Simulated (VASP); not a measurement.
Here is a VASP 6.6.1 calculation.

POSCAR

```
Na
1.0
    3.6608650254      0.0000000000      0.0000000000
   -1.8304325127      3.1704021119      0.0000000000
    0.0000000000      0.0000000000     11.9563851732
Na
4
Direct
    0.0000000000      0.0000000000      0.0000000000
    0.0000000000      0.0000000000      0.5000000000
    0.3333333333      0.6666666667      0.2500000000
    0.6666666667      0.3333333333      0.7500000000
```

Contents of INCAR.step1:

```
SYSTEM = Na
PREC = Accurate
ENCUT = 520
ISMEAR = -1
SIGMA = 0.1
LREAL = .False.
LASPH = .True.
NELM = 60
NBANDS = 22
GGA = PE
ALGO = Normal
EDIFF = 1E-4
LWAVE = .True.
LCHARG = .False.
```

INCAR.step2

```
SYSTEM = Na
PREC = Accurate
ENCUT = 520
EDIFF = 1E-6
ISMEAR = -1
SIGMA = 0.1
LREAL = .False.
LASPH = .True.
NELM = 60
ALGO = Normal
ISIF = 2
LWAVE = .False.
LCHARG = .False.
METAGGA = R2SCAN
LMIXTAU = .True.
NBANDS = 22
ISTART = 1
```

File KPOINTS:

```
regular mesh
0
Gamma
  11 11 3
  0 0 0
```

Potentials or basis: VASP PAW PBE potentials, release 64 (Na_pv).

Run with:

```console
$ cat potpaw_PBE.64/Na_pv/POTCAR > POTCAR
$ cp INCAR.step1 INCAR
$ mpirun -np 1 vasp_std > vasp.out
$ cp INCAR.step2 INCAR
$ mpirun -np 1 vasp_std > vasp.out
```

(1) Predict the band gap on the k mesh.

(2) Estimate the pressure.

Answers

(1) zero (band 14 reaches 1.82 eV, above the bottom of band 15 at -1.94 eV).

(2) 0.7 GPa.

Caveat: the PAW data sets were made with another functional, which shifts forces and pressure a little.
